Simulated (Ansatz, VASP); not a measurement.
Two plane-wave programs on Sn4Te

File INCAR:

```
SYSTEM = Sn4Te
  ALGO = Normal
  EDIFF = 1E-6
  ENCUT = 520
  GGA = PE
  ISIF = 2
  ISMEAR = 0
  LASPH = .TRUE.
  LCHARG = .TRUE.
  LELF = .TRUE.
  LREAL = .FALSE.
  LVHAR = .TRUE.
  LWAVE = .FALSE.
  NBANDS = 39
  NELM = 100
  PREC = Accurate
  SIGMA = 0.1
```

KPOINTS

```
k-points
0
G
  4 4 4
  0 0 0
```

The input POSCAR:

```
Sn4Te
1.0
    5.0779793200      0.0000000000      0.0000000000
    0.0000000000      5.0779793200      0.0000000000
    0.0000000000      0.0000000000      5.0779793200
Sn Te
4 1
Direct
    0.0000000000      0.5000000000      0.5000000000
    0.5000000000      0.5000000000      0.0000000000
    0.5000000000      0.0000000000      0.5000000000
    0.0000000000      0.0000000000      0.0000000000
    0.5000000000      0.5000000000      0.5000000000
```

Input for Ansatz:

```yaml
crystal:
  lattice:
    - [5.07797932, 0.0, 0.0]
    - [0.0, 5.07797932, 0.0]
    - [0.0, 0.0, 5.07797932]
  atoms:
    - { symbol: Sn, position: [0.0, 0.5, 0.5] }
    - { symbol: Sn, position: [0.5, 0.5, 0.0] }
    - { symbol: Sn, position: [0.5, 0.0, 0.5] }
    - { symbol: Sn, position: [0.0, 0.0, 0.0] }
    - { symbol: Te, position: [0.5, 0.5, 0.5] }
basis:
  ecutwfc: 420
kpoints:
  mp_grid: { grid: [4, 4, 4] }
hamiltonian:
  xc: pbe
scf:
  occupations: { method: gaussian, width: 0.1 }
  lower_state_search: "off"
output:
  forces: true
  stress: true
  eigenvalues: true
```

Change from the starting cell: species swapped into the Fe4N type (Pm-3m, No. 221).

Alike in both runs: task single point; functional PBE; k mesh 4 × 4 × 4; occupations gaussian, width 0.1 eV; no spin polarisation.

|  | VASP | Ansatz |
| --- | --- | --- |
| version | VASP 6.6.1 | Ansatz 0.2.0 |
| potentials or method | VASP PAW PBE potentials, release 64 (Sn_d, Te), cutoff 520 eV | scalar-relativistic, plane waves, PAW |
| valence electrons in the cell | 62 | 72 |

|  | VASP | Ansatz | Ansatz less VASP |
| --- | --- | --- | --- |
| gap on the k mesh at the Fermi level (eV) | none | none | - |
| pressure (GPa) | 23.1 | 23.2 | +0.09 |

A gap of «none» marks a metal or a gap that the smearing closes. The functional is the same, so the differences come from potentials, cutoffs and numerics. VASP's potentials hold 62 valence electrons a cell and Ansatz's 72, so a difference there can come from the potentials and not from the codes.

Spin-orbit coupling is off throughout.
